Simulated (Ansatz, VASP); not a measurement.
## MgS in VASP and in Ansatz

```xyz
2
Lattice="0.0000 2.6797 2.6797 2.6797 0.0000 2.6797 2.6797 2.6797 0.0000" Properties=species:S:1:pos:R:3 pbc="T T T"
Mg    0.0000    0.0000    0.0000
S     2.6797    2.6797    2.6797
```

Change from the starting cell: strain +0.030 along x and y, +0.030 along z, atoms carried along.

Alike in both runs: task single point; functional PBEsol; k mesh 8 × 8 × 8; occupations gaussian, width 0.05 eV; no spin polarisation.

|  | VASP | Ansatz |
| --- | --- | --- |
| version | VASP 6.6.1 | Ansatz 0.2.0 |
| potentials or method | VASP PAW PBE potentials, release 64 (Mg, S), cutoff 520 eV | scalar-relativistic, plane waves, PAW |
| valence electrons in the cell | 8 | 16 |

|  | VASP | Ansatz | Ansatz less VASP |
| --- | --- | --- | --- |
| gap on the k mesh at the Fermi level (eV) | 2.52 | 2.52 | +0.004 |
| least direct gap on the mesh (eV) | 2.94 | 2.95 | +0.004 |
| pressure (GPa) | -6.6 | -6.4 | +0.21 |

VASP's potentials were made for PBE, not for PBEsol. The functional is the same, so the differences come from potentials, cutoffs and numerics. VASP's potentials hold 8 valence electrons a cell and Ansatz's 16, so a difference there can come from the potentials and not from the codes.
